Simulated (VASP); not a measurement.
The system is TiC.

```xyz
2
Lattice="2.9846 0.0000 0.0000 -1.4923 2.5847 0.0000 0.0000 0.0000 2.8751" Properties=species:S:1:pos:R:3 pbc="T T T"
Ti    0.0000    0.0000    0.0000
C     1.4923    0.8616    1.4375
```

| Quantity | Value |
| --- | --- |
| Program | VASP 6.6.1 |
| Task | relaxation of cell and atoms |
| Functional | PBE |
| Potentials or basis | VASP PAW PBE potentials, release 64 (Ti_sv, C) |
| Cutoff | 600 eV |
| k mesh | 6 × 6 × 6 |
| Occupations | gaussian, width 0.1 eV |
| Spin | no spin polarisation |

At the start: pressure -7.6 GPa; volume 11.09 Å³/atom.

Q: Where does the relaxation end?

A: Over 9 steps the energy falls by 63.2 meV/atom and the volume is 10.84 Å³/atom (-2.2 %); space group P-6m2 (No. 187, to 0.05 Å).

The path:
```csv
step,energy change (eV),largest force (eV/Å),pressure (GPa),volume (Å³)
1,0.0000,0.0000,-7.63,22.18
2,-0.0720,0.0000,14.25,20.46
3,-0.1048,0.0000,5.13,21.10
4,-0.1054,0.0000,5.95,21.04
5,-0.1224,0.0000,-2.04,21.92
6,-0.1263,0.0000,0.04,21.66
7,-0.1264,0.0000,0.35,21.62
8,-0.1264,0.0000,0.32,21.64
9,-0.1264,0.0000,-0.33,21.69
```

Final structure:
```xyz
2
Lattice="3.0531 0.0000 0.0000 -1.5265 2.6440 0.0000 0.0000 0.0000 2.6864" Properties=species:S:1:pos:R:3 pbc="T T T"
Ti    0.0000    0.0000    0.0000
C     1.5265    0.8813    1.3432
```
